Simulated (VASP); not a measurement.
# Cl (Fd-3m) in VASP: single point with LDA

Aim: the single point of Cl with LDA.

Program: VASP 6.6.1. These are calculated values, not measurements. Logs are shortened: lines on timing, memory, paths and dates and some standing lists are left out, and cuts for length are marked.

**1. The cell of the first run**

The structure is cubic, space group Fd-3m (No. 227). Conventional cell: a = 6.201 Å, b = 6.201 Å, c = 6.201 Å, α = 90.00°, β = 90.00°, γ = 90.00°. Within 3.5 Å of Cl (site symmetry -43m) lie 4 Cl at 2.69 Å.

**2. Single point, LDA**

INCAR reads:

```
ALGO = Normal
EDIFF = 1E-6
ENCUT = 520
GGA = CA
ISIF = 2
ISMEAR = -1
LASPH = T
LCHARG = T
LELF = T
LREAL = F
LVHAR = T
LWAVE = F
NBANDS = 14
NELM = 100
PREC = Accurate
SIGMA = 0.13605693000000002
```

KPOINTS reads:

```
k-points
0
Gamma
  8 8 8
```

POSCAR reads:

```
Cl
1.0
    0.0000000000      3.1006588957      3.1006588957
    3.1006588957      0.0000000000      3.1006588957
    3.1006588957      3.1006588957      0.0000000000
Cl
2
Direct
    0.0000000000      0.0000000000      0.0000000000
    0.2500000000      0.2500000000      0.2500000000
```

Potentials or basis: VASP PAW LDA potentials, release 64 (Cl).

The run is started by

```console
$ cat potpaw_LDA.64/Cl/POTCAR > POTCAR
$ mpirun -np 1 vasp_std > vasp.out
```

OUTCAR:

```text
EDIFF = 1E-6
   ENCUT = 520
   GGA = CA
   ISIF = 2
   ISMEAR = -1
   LASPH = T
   LREAL = F
   NELM = 100
   PREC = Accurate

 ion  position               nearest neighbor table
   1  0.000  0.000  0.000-
   2  0.250  0.250  0.250-

  LATTYP: Found a face centered cubic cell.
 ALAT       =     6.2013177914

  Lattice vectors:

 A1 = (   0.0000000000,   3.1006588957,   3.1006588957)
 A2 = (   3.1006588957,   0.0000000000,   3.1006588957)
 A3 = (   3.1006588957,   3.1006588957,   0.0000000000)

Analysis of symmetry for initial positions (statically):
=====================================================================
 Subroutine PRICEL returns:
 Original cell was already a primitive cell.

 Routine SETGRP: Setting up the symmetry group for a
 face centered cubic supercell.

 Subroutine GETGRP returns: Found 48 space group operations
 (whereof 24 operations were pure point group operations)
 out of a pool of 48 trial point group operations.

The static configuration has the point symmetry T_d .
 The point group associated with its full space group is O_h .

Analysis of symmetry for dynamics (positions and initial velocities):
=====================================================================
 Subroutine PRICEL returns:
 Original cell was already a primitive cell.

 Routine SETGRP: Setting up the symmetry group for a
 face centered cubic supercell.

 Subroutine GETGRP returns: Found 48 space group operations
 (whereof 24 operations were pure point group operations)
 out of a pool of 48 trial point group operations.

The dynamic configuration has the point symmetry T_d .
 The point group associated with its full space group is O_h .

 Subroutine INISYM returns: Found 48 space group operations
 (whereof 24 operations are pure point group operations),
 and found     1 'primitive' translations

----------------------------------------------------------------------------------------

                                     Primitive cell

  volume of cell :      59.6200

  direct lattice vectors                    reciprocal lattice vectors
     0.000000000  3.100658896  3.100658896    -0.161256048  0.161256048  0.161256048
     3.100658896  0.000000000  3.100658896     0.161256048 -0.161256048  0.161256048
     3.100658896  3.100658896  0.000000000     0.161256048  0.161256048 -0.161256048

  length of vectors
     4.384993863  4.384993863  4.384993863     0.279303668  0.279303668  0.279303668

  position of ions in fractional coordinates (direct lattice)
     0.000000000  0.000000000  0.000000000
     0.250000000  0.250000000  0.250000000

  ion indices of the primitive-cell ions
   primitive index   ion index
                 1           1
                 2           2

----------------------------------------------------------------------------------------

 KPOINTS: k-points

Automatic generation of k-mesh.
 Grid dimensions read from file:
 generate k-points for:    8    8    8

 Generating k-lattice:

  Cartesian coordinates                     Fractional coordinates (reciprocal lattice)
    -0.020157006  0.020157006  0.020157006     0.125000000  0.000000000  0.000000000
     0.020157006 -0.020157006  0.020157006     0.000000000  0.125000000  0.000000000
     0.020157006  0.020157006 -0.020157006     0.000000000  0.000000000  0.125000000

  Length of vectors
     0.034912959  0.034912959  0.034912959

  Shift w.r.t. Gamma in fractional coordinates (k-lattice)
     0.000000000  0.000000000  0.000000000

 Subroutine IBZKPT returns following result:
 ===========================================

 Found     29 irreducible k-points:

 Following reciprocal coordinates:
            Coordinates               Weight
  0.000000  0.000000  0.000000      1.000000
  0.125000  0.000000  0.000000      8.000000
  0.250000  0.000000  0.000000      8.000000
  0.375000  0.000000  0.000000      8.000000
  0.500000  0.000000  0.000000      4.000000
  0.125000  0.125000  0.000000      6.000000
[... 16 lines left out ...]
  0.500000  0.250000  0.125000     48.000000
 -0.375000  0.250000  0.125000     24.000000
 [... further k-points ...]
   k-points           NKPTS =     29   k-points in BZ     NKDIM =     29   number of bands    NBANDS=     14
   number of dos      NEDOS =    301   number of ions     NIONS =      2
   total plane-waves  NPLWV =  46656
   dimension x,y,z NGX =    36 NGY =   36 NGZ =   36
   dimension x,y,z NGXF=    72 NGYF=   72 NGZF=   72
   ions per type =               2
   NGX,Y,Z   is equivalent  to a cutoff of  13.65, 13.65, 13.65 a.u.
   NGXF,Y,Z  is equivalent  to a cutoff of  27.30, 27.30, 27.30 a.u.
 SYSTEM =  unknown system
   PREC   = accura    normal or accurate (medium, high low for compatibility)
   ISTART =      0    job   : 0-new  1-cont  2-samecut
   ICHARG =      2    charge: 1-file 2-atom 10-const
   ISPIN  =      1    spin polarized calculation?
   LNONCOLLINEAR =      F non collinear calculations
   LSORBIT =      F    spin-orbit coupling
   LASPH  =      T    aspherical Exc in radial PAW
   ENCUT  =  520.0 eV  38.22 Ry    6.18 a.u.   8.15  8.15  8.15*2*pi/ulx,y,z
   NELM   =    100;   NELMIN=  2; NELMDL= -5     # of ELM steps
   EDIFF  = 0.1E-05   stopping-criterion for ELM
   LREAL  =      F    real-space projection
   EDIFFG = 0.1E-04   stopping-criterion for IOM
   NSW    =      0    number of steps for IOM
   IBRION =     -1    ionic relax: 0-MD 1-quasi-New 2-CG
   NFREE  =      0    steps in history (QN), initial steepest desc. (CG)
   ISIF   =      2    stress and relaxation
   ISYM   =      2    0-nonsym 1-usesym 2-fastsym
   POTIM  = 0.5000    time-step for ionic-motion
   TEBEG  =    0.0;   TEEND  =   0.0 temperature during run
   PSTRESS=    0.0 pullay stress
   NELECT =      14.0000    total number of electrons
   NUPDOWN=      -1.0000    fix difference up-down
   EMIN   =  10.00;   EMAX   =-10.00  energy-range for DOS
   EFERMI =   0.00;   METHOD = LEGACY
   ISMEAR =    -1;   SIGMA  =   0.14  broadening in eV -4-tet -1-fermi 0-gaus
   EFERMI_NEDOS =   21; number of points for ismear=-14 and -15
   IALGO  =     38    algorithm
   IMIX   =      4    mixing-type and parameters
     AMIX     =   0.40;   BMIX     =  1.00
     AMIX_MAG =   1.60;   BMIX_MAG =  1.00
  volume/ion in A,a.u.               =      29.81       201.17
  Fermi-wavevector in a.u.,A,eV,Ry     =   1.009997  1.908618 13.879227  1.020094
  Thomas-Fermi vector in A             =   2.142960
   LORBIT       =      0    0 simple, 1 ext, 2 COOP (PROOUT), +10 PAW based schemes
   GGA     = CA    functional components
   LHFCALC =     F    Hartree Fock is set to
   AEXX    =    0.0000 exact exchange contribution
   IVDW    =     0    specifies the selected vdW correction
   LEPSILON=     F    determine dielectric tensor
   LRPA    =     F    only Hartree local field effects (RPA)
 non-spin polarized calculation
  energy-cutoff  :      520.00
  volume of cell :       59.62
 maximum number of plane-waves:      1639
 NGX is ok and might be reduce to    36
   NGX = 17   NGY = 17   NGZ = 17

 number of electron      14.0000003 magnetization

 Free energy of the ion-electron system (eV)
  ---------------------------------------------------
  ext. energy  EPLUGINS =         0.00000000
  ---------------------------------------------------
  free energy    TOTEN  =        -2.96136823 eV

  energy without entropy =       -2.73624050  energy(sigma->0) =       -2.84880436

 E-fermi :  -0.3952     XC(G=0):  -8.0927

 val. band max:       -0.3953584437   @ k =   0.3750   0.2500   0.0000
 cond. band min:      -0.3503296471   @ k =  -0.3750   0.1250   0.0000
 fundamental gap:      0.0450287966
 Fermi energy:        -0.3952427276

 k-point     1 :       0.0000    0.0000    0.0000
  band No.  band energies     occupation
      1     -16.0853      2.00000
      2     -12.9050      2.00000
      3      -3.6182      2.00000
      4      -3.6182      2.00000
      5      -3.6182      2.00000
      6      -1.4686      1.99925
      7      -1.4686      1.99925
      8      -1.4686      1.99925
      9       5.4361      0.00000
     10       9.6948      0.00000
     11       9.6948      0.00000
     12      11.4059      0.00000
     13      11.4059      0.00000
     14      11.4059      0.00000

 k-point     2 :       0.1250    0.0000    0.0000
  band No.  band energies     occupation
      1     -16.0116      2.00000
      2     -13.0244      2.00000
      3      -3.7073      2.00000
      4      -3.7073      2.00000
      5      -3.6906      2.00000
      6      -1.3741      1.99850
      7      -1.3484      1.99819
      8      -1.3484      1.99819
      9       5.7870      0.00000
     10       9.3760      0.00000
     11       9.3760      0.00000
     12      11.1149      0.00000
     13      12.1106      0.00000
     14      12.1106      0.00000

 k-point     3 :       0.2500    0.0000    0.0000
  band No.  band energies     occupation
      1     -15.8079      2.00000
      2     -13.3349      2.00000
      3      -3.8927      2.00000
      4      -3.8909      2.00000
      5      -3.8909      2.00000
      6      -1.0935      1.98826
      7      -1.0935      1.98826
      8      -1.0611      1.98512
      9       6.5796      0.00000
     10       9.1184      0.00000
     11       9.1184      0.00000
     12      10.5245      0.00000
     13      12.2377      0.00000
     14      12.8748      0.00000

 k-point     4 :       0.3750    0.0000    0.0000
  band No.  band energies     occupation
      1     -15.5442      2.00000
      2     -13.7010      2.00000
      3      -4.1072      2.00000
      4      -4.0447      2.00000
      5      -4.0447      2.00000
      6      -0.8741      1.94249
      7      -0.8741      1.94249
      8      -0.6547      1.74130
      9       7.3294      0.00000
     10       9.2432      0.00000
     11       9.2432      0.00000
     12       9.3549      0.00000
     13      12.0648      0.00000
     14      12.0649      0.00000

 k-point     5 :       0.5000    0.0000    0.0000
  band No.  band energies     occupation
      1     -15.4007      2.00000
      2     -13.8858      2.00000
      3      -4.1958      2.00000
      4      -4.1021      2.00000
      5      -4.1021      2.00000
      6      -0.7914      1.89684
      7      -0.7914      1.89684
      8      -0.4613      1.23815
      9       7.8147      0.00000
     10       8.5460      0.00000
     11       9.4471      0.00000
[... 276 lines left out ...]
 k-point    22 :       0.3750    0.2500    0.1250
  band No.  band energies     occupation
      1     -15.6229      2.00000
      2     -13.5934      2.00000
      3      -4.4237      2.00000
      4      -4.1316      2.00000
      5      -3.2694      2.00000
      6      -1.6528      1.99981
      7      -0.7184      1.82981
      8      -0.5197      1.42789
      9       7.1025      0.00000
     10       7.8668      0.00000
     11       9.8829      0.00000
     12      11.3733      0.00000
     13      12.2612      0.00000
     14      12.8750      0.00000

 k-point    23 :       0.5000    0.2500    0.1250
  band No.  band energies     occupation
      1     -15.3551      2.00000
      2     -13.9385      2.00000
      3      -4.6952      2.00000
      4      -4.2692      2.00000
      5      -3.1768      2.00000
      6      -1.4995      1.99940
      7      -0.5363      1.47651
      8      -0.2670      0.56072
      9       7.3235      0.00000
     10       7.8481      0.00000
     11       9.7610      0.00000
     12      10.8148      0.00000
     13      12.3564      0.00000
     14      12.9276      0.00000

 k-point    24 :      -0.3750    0.2500    0.1250
  band No.  band energies     occupation
      1     -15.1980      2.00000
      2     -14.1267      2.00000
      3      -4.7956      2.00000
      4      -4.3301      2.00000
      5      -3.1550      2.00000
      6      -1.3914      1.99868
      7      -0.4761      1.28877
      8      -0.1694      0.31953
      9       7.2699      0.00000
     10       7.9193      0.00000
     11       9.7185      0.00000
     12      10.6198      0.00000
     13      12.1681      0.00000
     14      13.3061      0.00000

 [... further k-points ...]

------------------------ aborting loop because EDIFF is reached ----------------------------------------

  FORCE on cell =-STRESS in cart. coord.  units (eV):
  Direction    XX          YY          ZZ          XY          YZ          ZX
  --------------------------------------------------------------------------------------
  -------------------------------------------------------------------------------------
  Total        0.0250846      0.0250846      0.0250846     -0.0000000     -0.0000000     -0.0000000
  in kB        0.6741021      0.6741021      0.6741021     -0.0000000     -0.0000000     -0.0000000
  external PRESSURE =       0.6741021 kB  Pullay stress =       0.0000000 kB

 VOLUME and BASIS-vectors are now :
 -----------------------------------------------------------------------------
  energy-cutoff  :      520.00
  volume of cell :       59.62
      direct lattice vectors                 reciprocal lattice vectors
     0.000000000  3.100658896  3.100658896    -0.161256048  0.161256048  0.161256048
     3.100658896  0.000000000  3.100658896     0.161256048 -0.161256048  0.161256048
     3.100658896  3.100658896  0.000000000     0.161256048  0.161256048 -0.161256048

 POSITION                                       TOTAL-FORCE (eV/Angst)
 -----------------------------------------------------------------------------------
      0.00000      0.00000      0.00000        -0.000000     -0.000000     -0.000000
      1.55033      1.55033      1.55033         0.000000      0.000000      0.000000
 -----------------------------------------------------------------------------------
    total drift:                                0.000000      0.000000      0.000000

  FREE ENERGIE OF THE ION-ELECTRON SYSTEM (eV)
  ---------------------------------------------------
  free  energy   TOTEN  =        -2.9613682285 eV

  energy  without entropy=       -2.7362404992  energy(sigma->0) =       -2.84880436
```

Wall time 30 s (1 thread of Intel Xeon 8259CL, shared host); peak memory 0.13 GiB.

What came out:

- Free energy: -2.9614 eV
- Pressure: 0.1 GPa
- Band gap on the k mesh: zero (band 7 reaches 0.06 eV, above the bottom of band 8 at -1.47 eV)

Levels at points of the mesh, in eV from the Fermi level:
| k point | band 5 | band 6 | band 7 | band 8 | band 9 | band 10 |
| --- | --- | --- | --- | --- | --- | --- |
| (0.00, 0.00, 0.00) | -3.22 | -1.07 | -1.07 | -1.07 | 5.83 | 10.09 |
| (0.50, 0.00, 0.00) | -3.71 | -0.40 | -0.40 | -0.07 | 8.21 | 8.94 |
| (0.50, 0.50, 0.00) | -2.14 | -2.14 | 0.46 | 0.46 | 7.65 | 7.65 |
